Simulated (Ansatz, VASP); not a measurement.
**Al12NO: VASP beside Ansatz**

File INCAR:

```
ALGO = Fast
DIPOL = 0.5 0.5 0.295
EDIFF = 1E-7
ENCUT = 520
GGA = PE
IDIPOL = 3
ISIF = 2
ISMEAR = 0
ISPIN = 2
LASPH = True
LCHARG = False
LDIPOL = True
LORBIT = 11
LREAL = False
LWAVE = False
MAGMOM = 0 0 0 0 0 0 0 0 0 0 0 0 1 0
NBANDS = 40
NELM = 150
PREC = Accurate
SIGMA = 0.1
```

KPOINTS

```
k-points
0
Gamma
  5 5 1
```

File POSCAR:

```
Al12NO
1.0
    5.7143028096      0.0000000000      0.0000000000
    0.0000000000      5.7143028096      0.0000000000
    0.0000000000      0.0000000000     22.1750227966
Al N O
12 1 1
Direct
    0.2500000000      0.2500000000      0.1803831291
    0.2500000000      0.7500000000      0.1803831291
    0.7500000000      0.2500000000      0.1803831291
    0.7500000000      0.7500000000      0.1803831291
    0.0000000000      0.0000000000      0.2744094953
    0.0000000000      0.5000000000      0.2744094953
    0.5000000000      0.0000000000      0.2744094953
    0.5000000000      0.5000000000      0.2744094953
    0.2500000000      0.2500000000      0.3686590481
    0.2500000000      0.7500000000      0.3686590481
    0.7500000000      0.2500000000      0.3686590481
    0.7500000000      0.7500000000      0.3686590481
    0.3607879165      0.5000000000      0.4191663243
    0.6392120835      0.5000000000      0.4191663243
```

Input for Ansatz:

```yaml
crystal:
  lattice:
    - [5.7143028096, 0.0, 0.0]
    - [0.0, 5.7143028096, 0.0]
    - [0.0, 0.0, 22.1750227966]
  atoms:
    - { symbol: Al, position: [0.25, 0.25, 0.1803831291] }
    - { symbol: Al, position: [0.25, 0.75, 0.1803831291] }
    - { symbol: Al, position: [0.75, 0.25, 0.1803831291] }
    - { symbol: Al, position: [0.75, 0.75, 0.1803831291] }
    - { symbol: Al, position: [0.0, 0.0, 0.2744094953] }
    - { symbol: Al, position: [0.0, 0.5, 0.2744094953] }
    - { symbol: Al, position: [0.5, 0.0, 0.2744094953] }
    - { symbol: Al, position: [0.5, 0.5, 0.2744094953] }
    - { symbol: Al, position: [0.25, 0.25, 0.3686590481] }
    - { symbol: Al, position: [0.25, 0.75, 0.3686590481] }
    - { symbol: Al, position: [0.75, 0.25, 0.3686590481] }
    - { symbol: Al, position: [0.75, 0.75, 0.3686590481] }
    - { symbol: "N", position: [0.3607879165, 0.5, 0.4191663243], spin: 1.0 }
    - { symbol: O, position: [0.6392120835, 0.5, 0.4191663243] }
basis:
  ecutwfc: 420
kpoints:
  mp_grid: { grid: [5, 5, 1] }
hamiltonian:
  xc: pbe
scf:
  occupations: { method: gaussian, width: 0.1 }
output:
  forces: true
  eigenvalues: true
  populations: true
magnetization:
  spin_polarized: true
efield:
  axis: 3
  dipole_correction: true
  ramp_width: 0.04
```

Alike in both runs: task single point; functional PBE; k mesh 5 × 5 × 1; occupations gaussian, width 0.1 eV; collinear spin.

|  | VASP | Ansatz |
| --- | --- | --- |
| version | VASP 6.6.1 | Ansatz 0.2.0 |
| potentials or method | VASP PAW PBE potentials, release 64 (Al, N, O), cutoff 520 eV | scalar-relativistic, plane waves, PAW |
| valence electrons in the cell | 47 | 47 |

|  | VASP | Ansatz | Ansatz less VASP |
| --- | --- | --- | --- |
| gap on the k mesh at the Fermi level (eV) | none | none | - |
| rms of the force components (eV/Å) | 0.178 | 0.179 | +0.0007 |
| net moment per atom (μB) | 0.00 | 0.00 | 0.000 |

Atom by atom the forces differ by 0.010 eV/Å (rms over components). A gap of «none» marks a metal or a gap that the smearing closes. Ansatz's warnings: seeded moment not kept.
